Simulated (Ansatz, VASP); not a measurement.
## BaBe3: VASP beside Ansatz

INCAR

```
SYSTEM = BaBe3
PREC = Accurate
ENCUT = 600
EDIFF = 1E-7
ISMEAR = 0
SIGMA = 0.1
LREAL = .FALSE.
LASPH = .TRUE.
NELM = 80
ALGO = Normal
ISIF = 3
LWAVE = .FALSE.
LCHARG = .FALSE.
GGA = PE
IBRION = 2
NSW = 100
EDIFFG = -0.01
```

Contents of KPOINTS:

```
Automatic mesh
0
G
  12 12 12
  0 0 0
```

File POSCAR:

```
BaBe3
1.0
    0.0000000000      3.3470232259      3.3470232259
    3.3470232259      0.0000000000      3.3470232259
    3.3470232259      3.3470232259      0.0000000000
Ba Be
1 3
Direct
    0.0000000000      0.0000000000      0.0000000000
    0.5000000000      0.5000000000      0.5000000000
    0.2500000000      0.2500000000      0.2500000000
    0.7500000000      0.7500000000      0.7500000000
```

Input for Ansatz:

```yaml
crystal:
  lattice:
    - [0.0, 3.3470232259, 3.3470232259]
    - [3.3470232259, 0.0, 3.3470232259]
    - [3.3470232259, 3.3470232259, 0.0]
  atoms:
    - { symbol: Ba, position: [0.0, 0.0, 0.0] }
    - { symbol: Be, position: [0.5, 0.5, 0.5] }
    - { symbol: Be, position: [0.25, 0.25, 0.25] }
    - { symbol: Be, position: [0.75, 0.75, 0.75] }
basis:
  ecutwfc: 420
kpoints:
  mp_grid: { grid: [12, 12, 12] }
hamiltonian:
  xc: pbe
scf:
  occupations: { method: gaussian, width: 0.1 }
output:
  forces: true
  stress: true
  eigenvalues: true
relax:
  adjacent_minimum: "off"
  f_tol: 0.01
  max_steps: 80
  cell: { stress_tol: 0.05 }
```

Alike in both runs: task relaxation of cell and atoms; functional PBE; k mesh 12 × 12 × 12; occupations gaussian, width 0.1 eV; no spin polarisation.

|  | VASP | Ansatz |
| --- | --- | --- |
| version | VASP 6.6.1 | Ansatz 0.2.0 |
| potentials or method | VASP PAW PBE potentials, release 64 (Ba_sv, Be), cutoff 600 eV | scalar-relativistic, plane waves, PAW |
| valence electrons in the cell | 16 | 16 |

|  | VASP | Ansatz | Ansatz less VASP |
| --- | --- | --- | --- |
| gap on the k mesh at the Fermi level, each at its own relaxed structure (eV) | none | none | - |
| relaxed volume (Å³/atom) | 18.78 | 18.67 | -0.108 |
| relaxed cell length with the largest relative difference (Å) | 4.736 | 4.727 | -0.0091 |

A gap of «none» marks a metal or a gap that the smearing closes.

Neither program's run includes spin-orbit coupling.
